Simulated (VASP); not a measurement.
Here is a VASP 6.6.1 calculation.

File INCAR:

```
SYSTEM = Sr
PREC = Accurate
ENCUT = 520
EDIFF = 1E-6
ISMEAR = 0
SIGMA = 0.1
LREAL = .False.
LASPH = .True.
NELM = 80
ALGO = Fast
ISIF = 2
LWAVE = .False.
LCHARG = .False.
GGA = PE
NBANDS = 11
```

KPOINTS

```
regular mesh
0
Gamma
  12 12 12
  0 0 0
```

The input POSCAR:

```
Sr
1.0
    0.0000000000      3.0131734117      3.0131734117
    3.0131734117      0.0000000000      3.0131734117
    3.0131734117      3.0131734117      0.0000000000
Sr
1
Direct
    0.0000000000      0.0000000000      0.0000000000
```

Potentials or basis: VASP PAW PBE potentials, release 64 (Sr_sv).

Command:

```console
$ cat potpaw_PBE.64/Sr_sv/POTCAR > POTCAR
$ mpirun -np 1 vasp_std > vasp.out
```

(1) Predict the pressure.

(2) Estimate the band gap on the k mesh.

Answers

(1) 0.0 GPa.

(2) zero (bands 5 and 6 overlap by 0.05 eV).
